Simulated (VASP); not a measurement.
A run of VASP 6.6.1:

INCAR

```
PREC = Accurate
ENCUT = 520
EDIFF = 1E-6
ISMEAR = -1
SIGMA = 0.05
LREAL = Auto
LASPH = T
NELM = 80
ALGO = Normal
ISIF = 2
LWAVE = F
LCHARG = F
GGA = PS
IBRION = 2
NSW = 45
EDIFFG = -0.08
```

Contents of KPOINTS:

```
Automatic mesh
0
Gamma
  3 3 2
```

The input POSCAR:

```
NaBe16
1.0
   -2.3091000000     -3.9994790000      0.0000000000
    3.4636500000     -1.9997390000      0.0000000000
    0.0000000000      0.0000000000      7.2254000000
Be Na
16 1
Direct
    0.5000000000      0.3333333000      0.1250000000
    0.5000000000      0.6666667000      0.3750000000
    0.5000000000      0.3333333000      0.6250000000
    0.5000000000      0.6666667000      0.8750000000
    0.2500000000      0.8333333000      0.1250000000
    0.2500000000      0.1666667000      0.3750000000
    0.2500000000      0.8333333000      0.6250000000
    0.2500000000      0.1666667000      0.8750000000
    0.0000000000      0.3333333000      0.1250000000
    0.0000000000      0.6666667000      0.3750000000
    0.0000000000      0.3333333000      0.6250000000
    0.0000000000      0.6666667000      0.8750000000
    0.7500000000      0.8333333000      0.1250000000
    0.7500000000      0.1666667000      0.3750000000
    0.7500000000      0.8333333000      0.6250000000
    0.7500000000      0.1666667000      0.8750000000
    0.2598773000      0.5053918000     -0.0056890000
```

Potentials or basis: VASP PAW PBE potentials, release 64 (Be, Na_pv).

Launch:

```console
$ cat potpaw_PBE.64/Be/POTCAR potpaw_PBE.64/Na_pv/POTCAR > POTCAR
$ mpirun -np 1 vasp_std > vasp.out
```

Hardware: 1 thread of Intel(R) Xeon(R) Platinum 8259CL CPU @ 2.50GHz (Skylake/Cascade Lake), on a shared host.

Q: How long does it take, and how much memory?

A: It took 19 min on 1 thread of Intel(R) Xeon(R) Platinum 8259CL CPU @ 2.50GHz (Skylake/Cascade Lake), with other jobs on the host, peak memory 0.24 GiB. Counts: scf iterations 251, k points 10, ion steps 41.
